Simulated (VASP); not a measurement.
# In2Bi (P-6m2) in VASP: further runs, part 2 of 2

VASP 6.6.1.

### Step 3. Relaxation of cell and atoms, LDA

This run uses another cell than the first one, of 29.93 Å³/atom.

Contents of INCAR:

```
SYSTEM = In2Bi
  PREC = Accurate
  ENCUT = 600
  EDIFF = 1E-6
  ISMEAR = 0
  SIGMA = 0.1
  LREAL = .False.
  LASPH = .True.
  NELM = 60
  ALGO = Fast
  ISIF = 3
  LWAVE = .False.
  LCHARG = .False.
  IBRION = 2
  NSW = 70
  EDIFFG = -0.005
```

Contents of KPOINTS:

```
Automatic mesh
0
Gamma
  9 9 12
  0 0 0
```

Contents of POSCAR:

```
In2Bi
1.0
    5.6064426785      0.0000000000      0.0000000000
   -2.8032213392      4.8553217845      0.0000000000
    0.0000000000      0.0000000000      3.2984041776
In Bi
2 1
Direct
    0.0000000000      0.0000000000      0.5000000000
    0.3333333333      0.6666666667      0.0000000000
    0.6666666667      0.3333333333      0.5000000000
```

Potentials or basis: VASP PAW LDA potentials, release 64 (In_d, Bi_d).

On the command line:

```sh
$ cat potpaw_LDA.64/In_d/POTCAR potpaw_LDA.64/Bi_d/POTCAR > POTCAR
$ mpirun -np 1 vasp_std > vasp.out
```

OUTCAR:

```text
SYSTEM = In2Bi
   PREC = Accurate
   ENCUT = 600
   EDIFF = 1E-6
   ISMEAR = 0
   LREAL = .False.
   LASPH = .True.
   NELM = 60
   ISIF = 3
   IBRION = 2
   NSW = 70
   EDIFFG = -0.005

 ion  position               nearest neighbor table
   1  0.000  0.000  0.500-   3 3.24   3 3.24   3 3.24   2 3.63   2 3.63   2 3.63   2 3.63   2 3.63
                             2 3.63
   2  0.333  0.667  0.000-   1 3.63   1 3.63   3 3.63   3 3.63   3 3.63   3 3.63   1 3.63   1 3.63
                             1 3.63   1 3.63   3 3.63   3 3.63
   3  0.667  0.333  0.500-   1 3.24   1 3.24   1 3.24   2 3.63   2 3.63   2 3.63   2 3.63   2 3.63
                             2 3.63

  LATTYP: Found a hexagonal cell.
 ALAT       =     5.6064426785
 C/A-ratio  =     0.5883238921

  Lattice vectors:

 A1 = (   5.6064426785,   0.0000000000,   0.0000000000)
 A2 = (  -2.8032213392,   4.8553217845,   0.0000000000)
 A3 = (   0.0000000000,   0.0000000000,   3.2984041776)

Analysis of symmetry for initial positions (statically):
=====================================================================
 Subroutine PRICEL returns:
 Original cell was already a primitive cell.

 Routine SETGRP: Setting up the symmetry group for a
 hexagonal supercell.

 Subroutine GETGRP returns: Found 12 space group operations
 (whereof 12 operations were pure point group operations)
 out of a pool of 24 trial point group operations.

The static configuration has the point symmetry D_3h.

Analysis of symmetry for dynamics (positions and initial velocities):
=====================================================================
 Subroutine PRICEL returns:
 Original cell was already a primitive cell.

 Routine SETGRP: Setting up the symmetry group for a
 hexagonal supercell.

 Subroutine GETGRP returns: Found 12 space group operations
 (whereof 12 operations were pure point group operations)
 out of a pool of 24 trial point group operations.

The dynamic configuration has the point symmetry D_3h.

 Subroutine INISYM returns: Found 12 space group operations
 (whereof 12 operations are pure point group operations),
 and found     1 'primitive' translations

----------------------------------------------------------------------------------------

                                     Primitive cell

  volume of cell :      89.7861

  direct lattice vectors                    reciprocal lattice vectors
     5.606442678  0.000000000  0.000000000     0.178366222  0.102979786  0.000000000
    -2.803221339  4.855321785  0.000000000     0.000000000  0.205959573  0.000000000
     0.000000000  0.000000000  3.298404178     0.000000000  0.000000000  0.303176914

  length of vectors
     5.606442678  5.606442679  3.298404178     0.205959573  0.205959573  0.303176914

  position of ions in fractional coordinates (direct lattice)
     0.000000000  0.000000000  0.500000000
     0.333333333  0.666666667  0.000000000
     0.666666667  0.333333333  0.500000000

  ion indices of the primitive-cell ions
   primitive index   ion index
                 1           1
                 2           2
                 3           3

[... 50 lines left out ...]
  0.333333  0.222222  0.083333     24.000000
  0.333333  0.333333  0.083333      4.000000
 [... further k-points ...]
   k-points           NKPTS =     84   k-points in BZ     NKDIM =     84   number of bands    NBANDS=     24
   number of dos      NEDOS =    301   number of ions     NIONS =      3
   total plane-waves  NPLWV =  64512
   dimension x,y,z NGX =    48 NGY =   48 NGZ =   28
   dimension x,y,z NGXF=    96 NGYF=   96 NGZF=   56
   ions per type =               2   1
   NGX,Y,Z   is equivalent  to a cutoff of  14.23, 14.23, 14.11 a.u.
   NGXF,Y,Z  is equivalent  to a cutoff of  28.47, 28.47, 28.23 a.u.
 SYSTEM =  In2Bi
   PREC   = accura    normal or accurate (medium, high low for compatibility)
   ISTART =      0    job   : 0-new  1-cont  2-samecut
   ICHARG =      2    charge: 1-file 2-atom 10-const
   ISPIN  =      1    spin polarized calculation?
   LNONCOLLINEAR =      F non collinear calculations
   LSORBIT =      F    spin-orbit coupling
   LASPH  =      T    aspherical Exc in radial PAW
   ENCUT  =  600.0 eV  44.10 Ry    6.64 a.u.  11.20 11.20  6.59*2*pi/ulx,y,z
   NELM   =     60;   NELMIN=  2; NELMDL= -5     # of ELM steps
   EDIFF  = 0.1E-05   stopping-criterion for ELM
   LREAL  =      F    real-space projection
   EDIFFG = -.5E-02   stopping-criterion for IOM
   NSW    =     70    number of steps for IOM
   IBRION =      2    ionic relax: 0-MD 1-quasi-New 2-CG
   NFREE  =      1    steps in history (QN), initial steepest desc. (CG)
   ISIF   =      3    stress and relaxation
   ISYM   =      2    0-nonsym 1-usesym 2-fastsym
   POTIM  = 0.5000    time-step for ionic-motion
   TEBEG  =    0.0;   TEEND  =   0.0 temperature during run
   PSTRESS=    0.0 pullay stress
   NELECT =      41.0000    total number of electrons
   NUPDOWN=      -1.0000    fix difference up-down
   EMIN   =  10.00;   EMAX   =-10.00  energy-range for DOS
   EFERMI =   0.00;   METHOD = LEGACY
   ISMEAR =     0;   SIGMA  =   0.10  broadening in eV -4-tet -1-fermi 0-gaus
   EFERMI_NEDOS =   21; number of points for ismear=-14 and -15
   IALGO  =     68    algorithm
   IMIX   =      4    mixing-type and parameters
     AMIX     =   0.40;   BMIX     =  1.00
     AMIX_MAG =   1.60;   BMIX_MAG =  1.00
  volume/ion in A,a.u.               =      29.93       201.97
  Fermi-wavevector in a.u.,A,eV,Ry     =   1.260665  2.382311 21.623416  1.589276
  Thomas-Fermi vector in A             =   2.394163
   LORBIT       =      0    0 simple, 1 ext, 2 COOP (PROOUT), +10 PAW based schemes
   GGA     = CA    functional components
   LHFCALC =     F    Hartree Fock is set to
   AEXX    =    0.0000 exact exchange contribution
   IVDW    =     0    specifies the selected vdW correction
   LEPSILON=     F    determine dielectric tensor
   LRPA    =     F    only Hartree local field effects (RPA)
 conjugate gradient relaxation of ions
 non-spin polarized calculation
 RMM-DIIS sequential band-by-band and
 Gauss-broadening in eV      SIGMA  =   0.10
  energy-cutoff  :      600.00
  volume of cell :       89.79
 maximum number of plane-waves:      3026
 NGX is ok and might be reduce to    48
   NGX = 23   NGY = 23   NGZ = 13

--------------------------------------- Ionic step        1  -------------------------------------------

 number of electron      41.0000019 magnetization

 Free energy of the ion-electron system (eV)
  ---------------------------------------------------
  ext. energy  EPLUGINS =         0.00000000
  ---------------------------------------------------
  free energy    TOTEN  =       -10.82101438 eV

  energy without entropy =      -10.81515574  energy(sigma->0) =      -10.81808506

------------------------ aborting loop because EDIFF is reached ----------------------------------------

  FORCE on cell =-STRESS in cart. coord.  units (eV):
  Direction    XX          YY          ZZ          XY          YZ          ZX
  --------------------------------------------------------------------------------------
  -------------------------------------------------------------------------------------
  Total       -2.1548213     -2.1548213     -2.1773641     -0.0000000      0.0000000      0.0000000
  in kB      -38.4514355    -38.4514355    -38.8536981     -0.0000000      0.0000000      0.0000000
  external PRESSURE =     -38.5855231 kB  Pullay stress =       0.0000000 kB
[... 246 lines left out ...]
--------------------------------------- Ionic step        8  -------------------------------------------

 number of electron      41.0000002 magnetization

 Free energy of the ion-electron system (eV)
  ---------------------------------------------------
  ext. energy  EPLUGINS =         0.00000000
  ---------------------------------------------------
  free energy    TOTEN  =       -10.92929102 eV

  energy without entropy =      -10.92243657  energy(sigma->0) =      -10.92586379

 E-fermi :   7.5493     XC(G=0): -10.6198

 val. band max:        7.5427153571   @ k =   0.2222   0.2222   0.3333
 cond. band min:       7.5721549181   @ k =   0.3333   0.3333   0.1667
 fundamental gap:      0.0294395611
 Fermi energy:         7.5492755563

 k-point     1 :       0.0000    0.0000    0.0000
  band No.  band energies     occupation
      1     -15.2747      2.00000
      2     -15.0793      2.00000
      3     -15.0793      2.00000
      4     -15.0126      2.00000
      5     -15.0126      2.00000
      6      -7.0967      2.00000
[... 637 lines left out ...]
     23      12.4553      0.00000
     24      13.0376      0.00000

 [... further k-points ...]

------------------------ aborting loop because EDIFF is reached ----------------------------------------

  FORCE on cell =-STRESS in cart. coord.  units (eV):
  Direction    XX          YY          ZZ          XY          YZ          ZX
  --------------------------------------------------------------------------------------
  -------------------------------------------------------------------------------------
  Total        0.0017264      0.0017264     -0.0074712      0.0000000     -0.0000000      0.0000000
  in kB        0.0339222      0.0339222     -0.1468038      0.0000000     -0.0000000      0.0000000
  external PRESSURE =      -0.0263198 kB  Pullay stress =       0.0000000 kB
[... 18 lines left out ...]
  FREE ENERGIE OF THE ION-ELECTRON SYSTEM (eV)
  ---------------------------------------------------
  free  energy   TOTEN  =       -10.9292910159 eV

  energy  without entropy=      -10.9224365682  energy(sigma->0) =      -10.92586379

 reached required accuracy - stopping structural energy minimisation
```

It took 8.1 min on 1 thread of Intel Xeon 6975P-C (Granite Rapids), shared host; peak memory 0.38 GiB.

What came out:

| Quantity | Value |
| --- | --- |
| Free energy | -10.9293 eV |
| Relaxed volume | 27.18 Å³/atom |
| Relaxed cell | a = 5.433 Å, b = 5.433 Å, c = 3.189 Å, α = 90.00°, β = 90.00°, γ = 120.00° |
| Space group after relaxing (to 0.1 Å) | P-6m2 (No. 187) |
| Energy gained by relaxing | 36.1 meV/atom |
| Ionic steps | 8 |
| Pressure after relaxing | 0.0 GPa |
| Band gap on the k mesh | zero (an odd number of electrons rules out a gap without spin polarisation) |

The path:
```tsv
step	energy change (eV)	largest force (eV/Å)	pressure (GPa)	volume (Å³)
1	0.0000	0.0000	-3.86	89.79
2	-0.1070	0.0000	0.50	80.74
3	-0.1082	0.0000	0.06	81.53
4	-0.1082	0.0000	-0.15	81.69
5	-0.1082	0.0000	-0.09	81.68
6	-0.1082	0.0000	-0.08	81.67
7	-0.1083	0.0000	0.04	81.50
8	-0.1083	0.0000	0.00	81.54
```

Final structure:
```
In Bi
1.0
     5.43324    0.00000    0.00000
    -2.71662    4.70533    0.00000
     0.00000    0.00000    3.18944
In Bi
2 1
Direct
  0.00000 0.00000 0.50000
  0.33333 0.66667 0.00000
  0.66667 0.33333 0.50000
```

Levels at points of the mesh, in eV from the Fermi level:
| k point | band 17 | band 18 | band 19 | band 20 | band 21 | band 22 | band 23 | band 24 |
| --- | --- | --- | --- | --- | --- | --- | --- | --- |
| (0.00, 0.00, 0.00) | -6.24 | -3.20 | -2.70 | -2.70 | -1.22 | -1.22 | 3.92 | 8.13 |
| (0.00, 0.00, 0.50) | -5.58 | -2.55 | -0.98 | -0.48 | -0.48 | 0.70 | 0.99 | 2.27 |

Caveat: spin-orbit coupling is left out, which moves the levels of the heavy elements.

The gap in the log of VASP goes by the Fermi energy; the results here count the filled bands.